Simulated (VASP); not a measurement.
# SiC (R3m) in VASP: a series of runs

SiC is run at these levels: PBE; tasks: single point.

Everything below comes from runs of VASP 6.6.1. Logs are shortened: lines on timing, memory, paths and dates and some standing lists are left out, and cuts for length are marked.

## (1) The cell of the first run

The structure is trigonal, space group R3m (No. 160). Conventional cell: a = 3.028 Å, b = 3.028 Å, c = 7.618 Å, α = 90.00°, β = 90.00°, γ = 120.00°. Si (site symmetry 3m) has 4 C at 1.86 to 1.90 Å within 2.5 Å. Within 2.5 Å of C (site symmetry 3m) lie 4 Si at 1.86 to 1.90 Å.

## (2) Single point, PBE

Contents of INCAR:

```
PREC = Accurate
ENCUT = 520
EDIFF = 1E-6
ISMEAR = 0
SIGMA = 0.05
LREAL = False
LASPH = True
NELM = 80
ALGO = Normal
ISIF = 2
LWAVE = False
LCHARG = True
GGA = PE
LELF = True
LVHAR = True
NBANDS = 11
```

Contents of KPOINTS:

```
Automatic mesh
0
Gamma
  12 12 12
```

Contents of POSCAR:

```
SiC
1.0
    0.0000000000      2.1410671842      2.1410671842
    2.1410671842      0.0000000000      2.1410671842
    2.1797491314      2.1797491314     -0.0386819471
Si C
1 1
Direct
    0.0000000000      0.0000000000      0.0000000000
    0.7500000000      0.7500000000      0.7500000000
```

Potentials or basis: VASP PAW PBE potentials, release 64 (Si, C).

The run is started by

```sh
> cat potpaw_PBE.64/Si/POTCAR potpaw_PBE.64/C/POTCAR > POTCAR
> mpirun -np 1 vasp_std > vasp.out
```

OUTCAR:

```text
PREC = Accurate
   ENCUT = 520
   EDIFF = 1E-6
   ISMEAR = 0
   LREAL = False
   LASPH = True
   NELM = 80
   ISIF = 2
   GGA = PE

 ion  position               nearest neighbor table
   1  0.000  0.000  0.000-   2 1.86   2 1.86   2 1.86   2 1.90
   2  0.750  0.750  0.750-   1 1.86   1 1.86   1 1.86   1 1.90

  LATTYP: Found a trigonal (rhomboedric) cell.
 ALAT       =     3.0828734720
 COS(alpha) =     0.5176645425

  Lattice vectors:

 A1 = (   2.1797491314,   0.0386819472,  -2.1797491313)
 A2 = (   0.0386819472,   2.1797491314,  -2.1797491313)
 A3 = (   2.1797491314,   2.1797491314,  -0.0386819471)

Analysis of symmetry for initial positions (statically):
=====================================================================
 Subroutine PRICEL returns:
 Original cell was already a primitive cell.

 Routine SETGRP: Setting up the symmetry group for a
 trigonal (rhombohedral) supercell.

 Subroutine GETGRP returns: Found  6 space group operations
 (whereof  6 operations were pure point group operations)
 out of a pool of 12 trial point group operations.

The static configuration has the point symmetry C_3v.

Analysis of symmetry for dynamics (positions and initial velocities):
=====================================================================
 Subroutine PRICEL returns:
 Original cell was already a primitive cell.

 Routine SETGRP: Setting up the symmetry group for a
 trigonal (rhombohedral) supercell.

 Subroutine GETGRP returns: Found  6 space group operations
 (whereof  6 operations were pure point group operations)
 out of a pool of 12 trial point group operations.

The dynamic configuration has the point symmetry C_3v.

 Subroutine INISYM returns: Found  6 space group operations
 (whereof  6 operations are pure point group operations),
 and found     1 'primitive' translations

----------------------------------------------------------------------------------------

                                     Primitive cell

  volume of cell :      20.1620

  direct lattice vectors                    reciprocal lattice vectors
     0.000000000  2.141067184  2.141067184    -0.231474523  0.235582283  0.231474523
     2.141067184  0.000000000  2.141067184     0.235582283 -0.231474523  0.231474523
     2.179749131  2.179749131 -0.038681947     0.227366764  0.227366764 -0.227366764

  length of vectors
     3.027926250  3.027926250  3.082873472     0.403311197  0.403311197  0.393810786

  position of ions in fractional coordinates (direct lattice)
     0.000000000  0.000000000  0.000000000
     0.750000000  0.750000000  0.750000000

  ion indices of the primitive-cell ions
   primitive index   ion index
                 1           1
                 2           2

----------------------------------------------------------------------------------------

 KPOINTS: Automatic mesh

Automatic generation of k-mesh.
 Grid dimensions read from file:
 generate k-points for:   12   12   12

 Generating k-lattice:

  Cartesian coordinates                     Fractional coordinates (reciprocal lattice)
    -0.019289544  0.019631857  0.019289544     0.083333333  0.000000000  0.000000000
     0.019631857 -0.019289544  0.019289544     0.000000000  0.083333333  0.000000000
     0.018947230  0.018947230 -0.018947230     0.000000000  0.000000000  0.083333333

  Length of vectors
     0.033609266  0.033609266  0.032817566

  Shift w.r.t. Gamma in fractional coordinates (k-lattice)
     0.000000000  0.000000000  0.000000000

 Subroutine IBZKPT returns following result:
 ===========================================

 Found    189 irreducible k-points:

 Following reciprocal coordinates:
            Coordinates               Weight
  0.000000  0.000000  0.000000      1.000000
  0.083333  0.000000  0.000000      6.000000
  0.166667  0.000000  0.000000      6.000000
  0.250000  0.000000 -0.000000      6.000000
  0.333333  0.000000 -0.000000      6.000000
  0.416667  0.000000  0.000000      6.000000
[... 16 lines left out ...]
  0.500000  0.166667  0.000000     12.000000
 -0.416667  0.166667 -0.000000     12.000000
 [... further k-points ...]
   k-points           NKPTS =    189   k-points in BZ     NKDIM =    189   number of bands    NBANDS=     11
   number of dos      NEDOS =    301   number of ions     NIONS =      2
   total plane-waves  NPLWV =  13824
   dimension x,y,z NGX =    24 NGY =   24 NGZ =   24
   dimension x,y,z NGXF=    48 NGYF=   48 NGZF=   48
   ions per type =               1   1
   NGX,Y,Z   is equivalent  to a cutoff of  13.18, 13.18, 12.94 a.u.
   NGXF,Y,Z  is equivalent  to a cutoff of  26.35, 26.35, 25.88 a.u.
 SYSTEM =  unknown system
   PREC   = accura    normal or accurate (medium, high low for compatibility)
   ISTART =      0    job   : 0-new  1-cont  2-samecut
   ICHARG =      2    charge: 1-file 2-atom 10-const
   ISPIN  =      1    spin polarized calculation?
   LNONCOLLINEAR =      F non collinear calculations
   LSORBIT =      F    spin-orbit coupling
   LASPH  =      T    aspherical Exc in radial PAW
   ENCUT  =  520.0 eV  38.22 Ry    6.18 a.u.   5.63  5.63  5.73*2*pi/ulx,y,z
   NELM   =     80;   NELMIN=  2; NELMDL= -5     # of ELM steps
   EDIFF  = 0.1E-05   stopping-criterion for ELM
   LREAL  =      F    real-space projection
   EDIFFG = 0.1E-04   stopping-criterion for IOM
   NSW    =      0    number of steps for IOM
   IBRION =     -1    ionic relax: 0-MD 1-quasi-New 2-CG
   NFREE  =      0    steps in history (QN), initial steepest desc. (CG)
   ISIF   =      2    stress and relaxation
   ISYM   =      2    0-nonsym 1-usesym 2-fastsym
   POTIM  = 0.5000    time-step for ionic-motion
   TEBEG  =    0.0;   TEEND  =   0.0 temperature during run
   PSTRESS=    0.0 pullay stress
   NELECT =       8.0000    total number of electrons
   NUPDOWN=      -1.0000    fix difference up-down
   EMIN   =  10.00;   EMAX   =-10.00  energy-range for DOS
   EFERMI =   0.00;   METHOD = LEGACY
   ISMEAR =     0;   SIGMA  =   0.05  broadening in eV -4-tet -1-fermi 0-gaus
   EFERMI_NEDOS =   21; number of points for ismear=-14 and -15
   IALGO  =     38    algorithm
   IMIX   =      4    mixing-type and parameters
     AMIX     =   0.40;   BMIX     =  1.00
     AMIX_MAG =   1.60;   BMIX_MAG =  1.00
  volume/ion in A,a.u.               =      10.08        68.03
  Fermi-wavevector in a.u.,A,eV,Ry     =   1.202985  2.273312 19.689990  1.447173
  Thomas-Fermi vector in A             =   2.338751
   LORBIT       =      0    0 simple, 1 ext, 2 COOP (PROOUT), +10 PAW based schemes
   GGA     = PE    functional components
   LHFCALC =     F    Hartree Fock is set to
   AEXX    =    0.0000 exact exchange contribution
   IVDW    =     0    specifies the selected vdW correction
   LEPSILON=     F    determine dielectric tensor
   LRPA    =     F    only Hartree local field effects (RPA)
 non-spin polarized calculation
 Gauss-broadening in eV      SIGMA  =   0.05
  energy-cutoff  :      520.00
  volume of cell :       20.16
 maximum number of plane-waves:       556
   NGX = 11   NGY = 11   NGZ = 11

 number of electron       8.0000000 magnetization

 Free energy of the ion-electron system (eV)
  ---------------------------------------------------
  ext. energy  EPLUGINS =         0.00000000
  ---------------------------------------------------
  free energy    TOTEN  =       -15.01971746 eV

  energy without entropy =      -15.01971746  energy(sigma->0) =      -15.01971746

 E-fermi :   8.6879     XC(G=0): -11.4698

 val. band max:        8.4572741609   @ k =   0.0000   0.0000   0.0000
 cond. band min:       9.7207900849   @ k =   0.5000   0.5000   0.0000
 fundamental gap:      1.2635159241
 Fermi energy:         8.6878804755

 k-point     1 :       0.0000    0.0000    0.0000
  band No.  band energies     occupation
      1      -7.2099      2.00000
      2       8.2832      2.00000
      3       8.4573      2.00000
      4       8.4573      2.00000
      5      14.6346      0.00000
      6      15.7886      0.00000
      7      16.1048      0.00000
      8      16.1048      0.00000
      9      23.0678      0.00000
     10      23.0678      0.00000
     11      25.2671      0.00000

 k-point     2 :       0.0833    0.0000    0.0000
  band No.  band energies     occupation
      1      -7.0694      2.00000
      2       7.7191      2.00000
      3       8.2130      2.00000
      4       8.3542      2.00000
      5      14.7928      0.00000
      6      15.9627      0.00000
      7      16.2869      0.00000
      8      16.3114      0.00000
      9      22.2115      0.00000
     10      22.3374      0.00000
     11      25.0546      0.00000

 k-point     3 :       0.1667    0.0000    0.0000
  band No.  band energies     occupation
      1      -6.6516      2.00000
      2       6.0800      2.00000
      3       7.9753      2.00000
      4       8.0989      2.00000
      5      14.7607      0.00000
      6      16.1564      0.00000
      7      16.6228      0.00000
      8      17.2054      0.00000
      9      21.3045      0.00000
     10      21.5899      0.00000
     11      24.2673      0.00000

 k-point     4 :       0.2500    0.0000   -0.0000
  band No.  band energies     occupation
      1      -5.9710      2.00000
      2       4.1309      2.00000
      3       7.7043      2.00000
      4       7.7986      2.00000
      5      14.4613      0.00000
      6      16.2215      0.00000
      7      16.6472      0.00000
      8      18.0787      0.00000
      9      21.3871      0.00000
     10      21.8473      0.00000
     11      23.7724      0.00000
[... 239 lines left out ...]
 k-point    22 :       0.4167    0.1667    0.0000
  band No.  band energies     occupation
      1      -4.2932      2.00000
      2       1.9522      2.00000
      3       6.0347      2.00000
      4       6.4444      2.00000
      5      13.1403      0.00000
      6      16.4751      0.00000
      7      17.7674      0.00000
      8      18.3708      0.00000
      9      22.0779      0.00000
     10      25.8083      0.00000
     11      26.6939      0.00000

 k-point    23 :       0.5000    0.1667    0.0000
  band No.  band energies     occupation
      1      -3.3597      2.00000
      2       0.5636      2.00000
      3       5.5727      2.00000
      4       6.5394      2.00000
      5      13.1858      0.00000
      6      16.3369      0.00000
      7      17.3133      0.00000
      8      19.5054      0.00000
      9      22.6222      0.00000
     10      25.8775      0.00000
     11      26.9774      0.00000

 k-point    24 :      -0.4167    0.1667   -0.0000
  band No.  band energies     occupation
      1      -3.1425      2.00000
      2       0.2774      2.00000
      3       5.2664      2.00000
      4       6.7988      2.00000
      5      13.5061      0.00000
      6      16.1882      0.00000
      7      16.9885      0.00000
      8      19.8866      0.00000
      9      23.4356      0.00000
     10      23.9959      0.00000
     11      26.9506      0.00000

 [... further k-points ...]
[... 5 lines left out ...]
  --------------------------------------------------------------------------------------
  -------------------------------------------------------------------------------------
  Total        1.2048362      1.2048362      1.2048362     -0.6473074      0.6473074      0.6473074
  in kB       95.7425513     95.7425513     95.7425513    -51.4384081     51.4384081     51.4384081
  external PRESSURE =      95.7425513 kB  Pullay stress =       0.0000000 kB

 VOLUME and BASIS-vectors are now :
 -----------------------------------------------------------------------------
  energy-cutoff  :      520.00
  volume of cell :       20.16
      direct lattice vectors                 reciprocal lattice vectors
     0.000000000  2.141067184  2.141067184    -0.231474523  0.235582283  0.231474523
     2.141067184  0.000000000  2.141067184     0.235582283 -0.231474523  0.231474523
     2.179749131  2.179749131 -0.038681947     0.227366764  0.227366764 -0.227366764

 POSITION                                       TOTAL-FORCE (eV/Angst)
 -----------------------------------------------------------------------------------
      0.00000      0.00000      0.00000         0.153219      0.153219     -0.153219
      3.24061      3.24061      3.18259        -0.153219     -0.153219      0.153219
 -----------------------------------------------------------------------------------
    total drift:                                0.000056      0.000056     -0.000056

  FREE ENERGIE OF THE ION-ELECTRON SYSTEM (eV)
  ---------------------------------------------------
  free  energy   TOTEN  =       -15.0197174645 eV

  energy  without entropy=      -15.0197174645  energy(sigma->0) =      -15.01971746
```

Wall time 14 s (1 thread of Intel Xeon 6975P-C (Granite Rapids), shared host); peak memory 0.16 GiB.

What came out:

- Free energy: -15.0197 eV
- Pressure: 9.6 GPa
- Largest force: 0.265 eV/Å
- Band gap on the k mesh: 1.26 eV, indirect (least direct gap 4.41 eV)

Forces in eV/Å, atoms in the order of the input:
```
Si   0.153  0.153 -0.153
C   -0.153 -0.153  0.153
```

A k mesh can miss the band edges.

## (3) Single point, PBE

This run uses another cell than the first one, of the same volume but with other edges.

Contents of INCAR:

```
SYSTEM = SiC
PREC = Accurate
ENCUT = 520
EDIFF = 1E-6
ISMEAR = 0
SIGMA = 0.05
LREAL = .False.
LASPH = .True.
NELM = 80
ALGO = Normal
ISIF = 2
LWAVE = .False.
LCHARG = .False.
GGA = PE
NBANDS = 11
```

Contents of KPOINTS:

```
Automatic mesh
0
Gamma
  12 12 12
  0 0 0
```

Contents of POSCAR:

```
SiC
1.0
    0.0000000000      2.1990330630      2.1990330630
    2.1990330630      0.0000000000      2.1990330630
    2.1227999168      2.1227999168      0.0762331462
Si C
1 1
Direct
    0.0000000000      0.0000000000      0.0000000000
    0.7500000000      0.7500000000      0.7500000000
```

Potentials or basis: VASP PAW PBE potentials, release 64 (Si, C).

The run is started by

```sh
> cat potpaw_PBE.64/Si/POTCAR potpaw_PBE.64/C/POTCAR > POTCAR
> mpirun -np 1 vasp_std > vasp.out
```

Wall time 14 s (1 thread of Intel Xeon 6975P-C (Granite Rapids), shared host); peak memory 0.16 GiB.

Results (log left out):

| Property | Result |
| --- | --- |
| Free energy | -14.9647 eV |
| Pressure | 10.3 GPa |
| Largest force | 0.764 eV/Å |
| Band gap on the k mesh | 1.10 eV, indirect (least direct gap 4.20 eV) |

Forces in eV/Å, atoms in the order of the input:
```
Si  -0.441 -0.441  0.441
C    0.441  0.441 -0.441
```

Stress tensor (GPa, compression positive):
```
 10.30  10.93 -10.93
 10.93  10.30 -10.93
-10.93 -10.93  10.30
```

Levels at points of the mesh, in eV from the valence-band top:
| k point | band 1 | band 2 | band 3 | band 4 | band 5 | band 6 | band 7 | band 8 | band 9 |
| --- | --- | --- | --- | --- | --- | --- | --- | --- | --- |
| (0.00, 0.00, 0.00) | -15.80 | -0.28 | -0.28 | 0.00 | 5.92 | 6.90 | 6.90 | 8.65 | 14.51 |
| (0.50, 0.00, 0.00) | -12.27 | -8.89 | -1.15 | -1.10 | 5.68 | 6.93 | 7.76 | 10.14 | 16.13 |
| (0.50, 0.50, 0.00) | -10.66 | -8.05 | -3.70 | -3.10 | 1.10 | 4.31 | 13.81 | 14.14 | 15.21 |
| (0.00, 0.00, 0.50) | -11.71 | -8.74 | -1.55 | -1.55 | 4.73 | 6.70 | 6.70 | 9.73 | 16.45 |

A k mesh can miss the band edges.
